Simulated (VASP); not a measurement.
# Sn (Fd-3m) in VASP: notebook

The runs below take Sn through single point, relaxation of cell and atoms, with PBEsol.

Program: VASP 6.6.1. These are calculated values, not measurements. Logs are shortened: lines on timing, memory, paths and dates and some standing lists are left out, and cuts for length are marked.

### 1 The cell of the first run

It takes space group Fd-3m (No. 227, cubic). Conventional cell: a = 6.553 Å, b = 6.553 Å, c = 6.553 Å, α = 90.00°, β = 90.00°, γ = 90.00°. Sn (site symmetry -43m) has 4 Sn at 2.84 Å within 3.7 Å.

This isn't the form of Sn at room conditions, which is tetragonal (white tin).

### 2 Single point, PBEsol

Input file INCAR:

```
PREC = Accurate
ENCUT = 500
EDIFF = 1E-6
ISMEAR = -1
SIGMA = 0.1
LREAL = F
LASPH = T
NELM = 120
ALGO = Normal
ISIF = 2
LWAVE = F
LCHARG = F
GGA = PS
NBANDS = 21
GGA_COMPAT = F
```

Input file KPOINTS:

```
Automatic mesh
0
Gamma
  5 5 5
```

Input file POSCAR:

```
Sn
1.0
    0.0000000000      3.2763661322      3.2763661322
    3.2763661322      0.0000000000      3.2763661322
    3.2763661322      3.2763661322      0.0000000000
Sn
2
Direct
    0.0000000000      0.0000000000      0.0000000000
    0.2500000000      0.2500000000      0.2500000000
```

Potentials or basis: VASP PAW PBE potentials, release 64 (Sn_d).

Run with:

```bash
> cat potpaw_PBE.64/Sn_d/POTCAR > POTCAR
> mpirun -np 1 vasp_std > vasp.out
```

OUTCAR:

```text
PREC = Accurate
   ENCUT = 500
   EDIFF = 1E-6
   ISMEAR = -1
   LREAL = F
   LASPH = T
   NELM = 120
   ISIF = 2
   GGA = PS

 ion  position               nearest neighbor table
   1  0.000  0.000  0.000-   2 2.84   2 2.84   2 2.84   2 2.84
   2  0.250  0.250  0.250-   1 2.84   1 2.84   1 2.84   1 2.84

  LATTYP: Found a face centered cubic cell.
 ALAT       =     6.5527322644

  Lattice vectors:

 A1 = (   0.0000000000,   3.2763661322,   3.2763661322)
 A2 = (   3.2763661322,   0.0000000000,   3.2763661322)
 A3 = (   3.2763661322,   3.2763661322,   0.0000000000)

Analysis of symmetry for initial positions (statically):
=====================================================================
 Subroutine PRICEL returns:
 Original cell was already a primitive cell.

 Routine SETGRP: Setting up the symmetry group for a
 face centered cubic supercell.

 Subroutine GETGRP returns: Found 48 space group operations
 (whereof 24 operations were pure point group operations)
 out of a pool of 48 trial point group operations.

The static configuration has the point symmetry T_d .
 The point group associated with its full space group is O_h .

Analysis of symmetry for dynamics (positions and initial velocities):
=====================================================================
 Subroutine PRICEL returns:
 Original cell was already a primitive cell.

 Routine SETGRP: Setting up the symmetry group for a
 face centered cubic supercell.

 Subroutine GETGRP returns: Found 48 space group operations
 (whereof 24 operations were pure point group operations)
 out of a pool of 48 trial point group operations.

The dynamic configuration has the point symmetry T_d .
 The point group associated with its full space group is O_h .

 Subroutine INISYM returns: Found 48 space group operations
 (whereof 24 operations are pure point group operations),
 and found     1 'primitive' translations

----------------------------------------------------------------------------------------

                                     Primitive cell

  volume of cell :      70.3408

  direct lattice vectors                    reciprocal lattice vectors
     0.000000000  3.276366132  3.276366132    -0.152608097  0.152608097  0.152608097
     3.276366132  0.000000000  3.276366132     0.152608097 -0.152608097  0.152608097
     3.276366132  3.276366132  0.000000000     0.152608097  0.152608097 -0.152608097

  length of vectors
     4.633481419  4.633481419  4.633481419     0.264324977  0.264324977  0.264324977

  position of ions in fractional coordinates (direct lattice)
     0.000000000  0.000000000  0.000000000
     0.250000000  0.250000000  0.250000000

  ion indices of the primitive-cell ions
   primitive index   ion index
                 1           1
                 2           2

----------------------------------------------------------------------------------------

 KPOINTS: Automatic mesh

Automatic generation of k-mesh.
 Grid dimensions read from file:
 generate k-points for:    5    5    5

 Generating k-lattice:

  Cartesian coordinates                     Fractional coordinates (reciprocal lattice)
    -0.030521619  0.030521619  0.030521619     0.200000000  0.000000000  0.000000000
     0.030521619 -0.030521619  0.030521619     0.000000000  0.200000000  0.000000000
     0.030521619  0.030521619 -0.030521619     0.000000000  0.000000000  0.200000000

  Length of vectors
     0.052864995  0.052864995  0.052864995

  Shift w.r.t. Gamma in fractional coordinates (k-lattice)
     0.000000000  0.000000000  0.000000000

 Subroutine IBZKPT returns following result:
 ===========================================

 Found     10 irreducible k-points:

 Following reciprocal coordinates:
            Coordinates               Weight
  0.000000  0.000000  0.000000      1.000000
  0.200000  0.000000  0.000000      8.000000
  0.400000  0.000000  0.000000      8.000000
  0.200000  0.200000  0.000000      6.000000
  0.400000  0.200000  0.000000     24.000000
 -0.400000  0.200000  0.000000     24.000000
 -0.200000  0.200000  0.000000     12.000000
  0.400000  0.400000  0.000000      6.000000
 -0.400000  0.400000  0.000000     12.000000
 -0.400000  0.400000  0.200000     24.000000
   k-points           NKPTS =     10   k-points in BZ     NKDIM =     10   number of bands    NBANDS=     21
   number of dos      NEDOS =    301   number of ions     NIONS =      2
   total plane-waves  NPLWV =  46656
   dimension x,y,z NGX =    36 NGY =   36 NGZ =   36
   dimension x,y,z NGXF=    72 NGYF=   72 NGZF=   72
   ions per type =               2
   NGX,Y,Z   is equivalent  to a cutoff of  12.92, 12.92, 12.92 a.u.
   NGXF,Y,Z  is equivalent  to a cutoff of  25.83, 25.83, 25.83 a.u.
 SYSTEM =  unknown system
   PREC   = accura    normal or accurate (medium, high low for compatibility)
   ISTART =      0    job   : 0-new  1-cont  2-samecut
   ICHARG =      2    charge: 1-file 2-atom 10-const
   ISPIN  =      1    spin polarized calculation?
   LNONCOLLINEAR =      F non collinear calculations
   LSORBIT =      F    spin-orbit coupling
   LASPH  =      T    aspherical Exc in radial PAW
   ENCUT  =  500.0 eV  36.75 Ry    6.06 a.u.   8.45  8.45  8.45*2*pi/ulx,y,z
   NELM   =    120;   NELMIN=  2; NELMDL= -5     # of ELM steps
   EDIFF  = 0.1E-05   stopping-criterion for ELM
   LREAL  =      F    real-space projection
   EDIFFG = 0.1E-04   stopping-criterion for IOM
   NSW    =      0    number of steps for IOM
   IBRION =     -1    ionic relax: 0-MD 1-quasi-New 2-CG
   NFREE  =      0    steps in history (QN), initial steepest desc. (CG)
   ISIF   =      2    stress and relaxation
   ISYM   =      2    0-nonsym 1-usesym 2-fastsym
   POTIM  = 0.5000    time-step for ionic-motion
   TEBEG  =    0.0;   TEEND  =   0.0 temperature during run
   PSTRESS=    0.0 pullay stress
   NELECT =      28.0000    total number of electrons
   NUPDOWN=      -1.0000    fix difference up-down
   EMIN   =  10.00;   EMAX   =-10.00  energy-range for DOS
   EFERMI =   0.00;   METHOD = LEGACY
   ISMEAR =    -1;   SIGMA  =   0.10  broadening in eV -4-tet -1-fermi 0-gaus
   EFERMI_NEDOS =   21; number of points for ismear=-14 and -15
   IALGO  =     38    algorithm
   IMIX   =      4    mixing-type and parameters
     AMIX     =   0.40;   BMIX     =  1.00
     AMIX_MAG =   1.60;   BMIX_MAG =  1.00
  volume/ion in A,a.u.               =      35.17       237.34
  Fermi-wavevector in a.u.,A,eV,Ry     =   1.204273  2.275747 19.732180  1.450274
  Thomas-Fermi vector in A             =   2.340003
   LORBIT       =      0    0 simple, 1 ext, 2 COOP (PROOUT), +10 PAW based schemes
   GGA     = PS    functional components
   LHFCALC =     F    Hartree Fock is set to
   AEXX    =    0.0000 exact exchange contribution
   IVDW    =     0    specifies the selected vdW correction
   LEPSILON=     F    determine dielectric tensor
   LRPA    =     F    only Hartree local field effects (RPA)
 non-spin polarized calculation
  energy-cutoff  :      500.00
  volume of cell :       70.34
 maximum number of plane-waves:      1807
 NGX is ok and might be reduce to    36
   NGX = 17   NGY = 17   NGZ = 17

 number of electron      27.9999984 magnetization

 Free energy of the ion-electron system (eV)
  ---------------------------------------------------
  ext. energy  EPLUGINS =         0.00000000
  ---------------------------------------------------
  free energy    TOTEN  =        -8.39420837 eV

  energy without entropy =       -8.37988898  energy(sigma->0) =       -8.38704867

 E-fermi :   5.0554     XC(G=0):  -8.9297

 val. band max:        4.7356493635   @ k =   0.2000   0.0000   0.0000
 cond. band min:       5.1434752777   @ k =   0.4000   0.0000   0.0000
 fundamental gap:      0.4078259142
 Fermi energy:         5.0553740245

 k-point     1 :       0.0000    0.0000    0.0000
  band No.  band energies     occupation
      1     -16.3374      2.00000
      2     -16.3374      2.00000
      3     -16.3374      2.00000
      4     -16.2812      2.00000
      5     -16.2812      2.00000
      6     -15.9925      2.00000
[... 13 lines left out ...]
     20      13.0925      0.00000
     21      13.0925      0.00000

 k-point     2 :       0.2000    0.0000    0.0000
  band No.  band energies     occupation
      1     -16.3562      2.00000
      2     -16.3562      2.00000
      3     -16.3289      2.00000
      4     -16.2532      2.00000
      5     -16.2532      2.00000
      6     -16.0274      2.00000
[... 13 lines left out ...]
     20      11.9749      0.00000
     21      11.9749      0.00000

 k-point     3 :       0.4000    0.0000    0.0000
  band No.  band energies     occupation
      1     -16.3698      2.00000
      2     -16.3698      2.00000
      3     -16.3144      2.00000
      4     -16.2277      2.00000
      5     -16.2277      2.00000
      6     -16.0480      2.00000
[... 13 lines left out ...]
     20      13.0595      0.00000
     21      13.0595      0.00000

 k-point     4 :       0.2000    0.2000    0.0000
  band No.  band energies     occupation
      1     -16.3557      2.00000
      2     -16.3557      2.00000
      3     -16.3442      2.00000
      4     -16.2524      2.00000
      5     -16.2184      2.00000
      6     -16.0834      2.00000
[... 13 lines left out ...]
     20      12.1409      0.00000
     21      13.5329      0.00000

 k-point     5 :       0.4000    0.2000    0.0000
  band No.  band energies     occupation
      1     -16.3860      2.00000
      2     -16.3718      2.00000
      3     -16.3061      2.00000
      4     -16.2179      2.00000
      5     -16.1820      2.00000
      6     -16.1197      2.00000
[... 13 lines left out ...]
     20      13.2157      0.00000
     21      14.0542      0.00000

 k-point     6 :      -0.4000    0.2000    0.0000
  band No.  band energies     occupation
      1     -16.3976      2.00000
      2     -16.3807      2.00000
      3     -16.2736      2.00000
      4     -16.2015      2.00000
      5     -16.1909      2.00000
      6     -16.0903      2.00000
[... 13 lines left out ...]
     20      12.7424      0.00000
     21      13.4684      0.00000

 k-point     7 :      -0.2000    0.2000    0.0000
  band No.  band energies     occupation
      1     -16.3771      2.00000
      2     -16.3755      2.00000
      3     -16.2998      2.00000
      4     -16.2381      2.00000
      5     -16.2097      2.00000
      6     -16.0724      2.00000
[... 13 lines left out ...]
     20      12.8147      0.00000
     21      13.3320      0.00000

 k-point     8 :       0.4000    0.4000    0.0000
  band No.  band energies     occupation
      1     -16.3814      2.00000
      2     -16.3814      2.00000
      3     -16.3019      2.00000
      4     -16.2037      2.00000
      5     -16.1777      2.00000
      6     -16.1087      2.00000
[... 13 lines left out ...]
     20      14.8668      0.00000
     21      14.9347      0.00000

 k-point     9 :      -0.4000    0.4000    0.0000
  band No.  band energies     occupation
      1     -16.4023      2.00000
      2     -16.3858      2.00000
      3     -16.2571      2.00000
      4     -16.2030      2.00000
      5     -16.1419      2.00000
      6     -16.1254      2.00000
[... 13 lines left out ...]
     20      13.5807      0.00000
     21      15.5739      0.00000

 k-point    10 :      -0.4000    0.4000    0.2000
  band No.  band energies     occupation
      1     -16.4003      2.00000
      2     -16.3929      2.00000
      3     -16.2513      2.00000
      4     -16.1801      2.00000
      5     -16.1634      2.00000
      6     -16.1370      2.00000
[... 13 lines left out ...]
     20      13.5176      0.00000
     21      15.4335      0.00000

------------------------ aborting loop because EDIFF is reached ----------------------------------------

  FORCE on cell =-STRESS in cart. coord.  units (eV):
  Direction    XX          YY          ZZ          XY          YZ          ZX
  --------------------------------------------------------------------------------------
  -------------------------------------------------------------------------------------
  Total       -0.0252312     -0.0252312     -0.0252312     -0.0000000     -0.0000000     -0.0000000
  in kB       -0.5747010     -0.5747010     -0.5747010     -0.0000000     -0.0000000     -0.0000000
  external PRESSURE =      -0.5747010 kB  Pullay stress =       0.0000000 kB

 VOLUME and BASIS-vectors are now :
 -----------------------------------------------------------------------------
  energy-cutoff  :      500.00
  volume of cell :       70.34
      direct lattice vectors                 reciprocal lattice vectors
     0.000000000  3.276366132  3.276366132    -0.152608097  0.152608097  0.152608097
     3.276366132  0.000000000  3.276366132     0.152608097 -0.152608097  0.152608097
     3.276366132  3.276366132  0.000000000     0.152608097  0.152608097 -0.152608097

 POSITION                                       TOTAL-FORCE (eV/Angst)
 -----------------------------------------------------------------------------------
      0.00000      0.00000      0.00000         0.000000     -0.000000     -0.000000
      1.63818      1.63818      1.63818         0.000000      0.000000      0.000000
 -----------------------------------------------------------------------------------
    total drift:                                0.000000      0.000000      0.000000

  FREE ENERGIE OF THE ION-ELECTRON SYSTEM (eV)
  ---------------------------------------------------
  free  energy   TOTEN  =        -8.3942083687 eV

  energy  without entropy=       -8.3798889753  energy(sigma->0) =       -8.38704867
```

Run time: 24 s. Hardware: 1 thread of Intel Xeon 8259CL, shared host; peak memory 0.2 GiB.

What came out:

```
Free energy            : -8.3942 eV
Pressure               : -0.1 GPa
Band gap on the k mesh : zero (bands 14 and 15 overlap by 0.14 eV)
```

Levels at points of the mesh, in eV from the Fermi level:
| k point | band 12 | band 13 | band 14 | band 15 | band 16 | band 17 |
| --- | --- | --- | --- | --- | --- | --- |
| (0.00, 0.00, 0.00) | -0.75 | 0.23 | 0.23 | 0.23 | 2.28 | 2.28 |

Caveat: the PAW data sets were made with another functional, which shifts forces and pressure a little; spin-orbit coupling is left out, which moves the levels of the heavy elements.

### 3 Relaxation of cell and atoms, PBEsol

This run uses another cell than the first one, of 33.80 Å³/atom.

Input file INCAR:

```
ALGO = Normal ; EDIFF = 1E-7
EDIFFG = -0.03 ; ENCUT = 500
GGA = PS ; GGA_COMPAT = F
IBRION = 2 ; ISIF = 3
ISMEAR = -1 ; LASPH = T
LCHARG = F ; LREAL = F
LWAVE = F ; NELM = 120
NELMIN = 4 ; NSW = 60
PREC = Accurate ; SIGMA = 0.1
```

Input file KPOINTS:

```
k-points
0
Gamma
  5 5 5
```

Input file POSCAR:

```
Sn
1.0
    0.0000000000      3.2333430000      3.2333430000
    3.2333430000      0.0000000000      3.2333430000
    3.2333430000      3.2333430000      0.0000000000
Sn
2
Direct
    0.0000000000      0.0000000000      0.0000000000
    0.2500000000      0.2500000000      0.2500000000
```

Potentials or basis: VASP PAW PBE potentials, release 64 (Sn_d).

Run with:

```bash
> cat potpaw_PBE.64/Sn_d/POTCAR > POTCAR
> mpirun -np 1 vasp_std > vasp.out
```

Wall time 56 s (1 thread of Intel Xeon 8259CL, shared host); peak memory 0.21 GiB.

It converged, with:

```yaml
Free_energy: -8.3934 eV
Relaxed_volume: 35.13 Å³/atom
Relaxed_cell: a = 4.632 Å, b = 4.632 Å, c = 4.632 Å, α = 60.00°, β = 60.00°, γ = 60.00°
Space_group_after_relaxing_to_0.1_Å: Fd-3m (No. 227)
Energy_gained_by_relaxing: 6.8 meV/atom
Ionic_steps: 3
Pressure_after_relaxing: 0.0 GPa
Band_gap_on_the_k_mesh: zero (bands 14 and 15 overlap by 0.14 eV)
```

The path:
| step | energy change (eV) | largest force (eV/Å) | pressure (GPa) | volume (Å³) |
| --- | --- | --- | --- | --- |
| 1 | 0.0000 | 0.0000 | 1.71 | 67.61 |
| 2 | -0.0121 | 0.0000 | -0.51 | 71.19 |
| 3 | -0.0136 | 0.0000 | -0.01 | 70.26 |

Final structure:
```
CELL_PARAMETERS angstrom
0.00000 3.27506 3.27506
3.27506 0.00000 3.27506
3.27506 3.27506 0.00000
ATOMIC_POSITIONS crystal
Sn 0.00000 0.00000 0.00000
Sn 0.25000 0.25000 0.25000
```

Levels at points of the mesh, in eV from the Fermi level:
```csv
k point,band 11,band 12,band 13,band 14,band 15,band 16,band 17,band 18
"(0.00, 0.00, 0.00)",-10.30,-0.74,0.23,0.23,0.23,2.28,2.28,2.28
```

Caveat: the PAW data sets were made with another functional, which shifts forces and pressure a little; spin-orbit coupling is left out, which moves the levels of the heavy elements. Zero-point motion and thermal expansion aren't in these numbers.
